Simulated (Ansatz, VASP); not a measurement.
**Cl in VASP and in Ansatz**

```
Cl
1.0
    -1.76517    1.76517    1.76517
     1.76517   -1.76517    1.76517
     1.76517    1.76517   -1.76517
Cl
1
Cartesian
  0.0000 0.0000 0.0000
```

Alike in both runs: task relaxation of cell and atoms; functional PBEsol; k mesh 15 × 15 × 15; occupations fermi-dirac, width 0.08 eV; no spin polarisation.

|  | VASP | Ansatz |
| --- | --- | --- |
| version | VASP 6.6.1 | Ansatz 0.2.0 |
| potentials or method | VASP PAW PBE potentials, release 64 (Cl) | PAW with Ansatz's default frozen-core files, scalar-relativistic |
| plane-wave cutoff (eV) | 600 | 420 |
| valence electrons in the cell | 7 | 7 |

```csv
,VASP,Ansatz,Ansatz less VASP
relaxed volume (Å³/atom),19.30,19.30,0.000
relaxed cell length with the largest relative difference (Å),2.927,2.927,0.0000
```

VASP's potentials were made for PBE, not for PBEsol.
